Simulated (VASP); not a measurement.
Crystal: CuF.

```
Cu F
1.0
     2.76254    0.00000    0.00000
    -1.38127    2.39243    0.00000
     0.00000    0.00000    6.40198
Cu F
2 2
Direct
  0.00000 0.00000 0.00000
  0.00000 0.00000 0.50000
  0.33333 0.66667 0.25000
  0.66667 0.33333 0.75000
```

Base run:

- Program: VASP 6.6.1
- Functional: r2SCAN
- Potentials or basis: VASP PAW PBE potentials, release 64 (Cu, F)
- Cutoff: 520 eV
- k mesh: 12 × 12 × 4
- Occupations: fermi-dirac, width 0.02 eV
- Spin: no spin polarisation

Its results: band gap on the k mesh zero (bands 18 and 19 overlap by 0.40 eV); pressure 0.1 GPa.

Problem. The run is repeated on the same cell with these changes: functional from r2SCAN to PBE; further incar settings from ALGO = Normal; EDIFF = 1e-07; NBANDS = 26 to ALGO = Normal; EDIFF = 1e-06; NBANDS = 26. What comes out?

Solution. Band gap on the k mesh zero (bands 18 and 19 overlap by 0.44 eV); pressure 6.3 GPa.

Caveats: semilocal functionals underestimate gaps, and a narrow one can read as zero; the PAW data sets were made with another functional, which shifts forces and pressure a little (at least some runs); the cell stands under pressure (at least some runs).
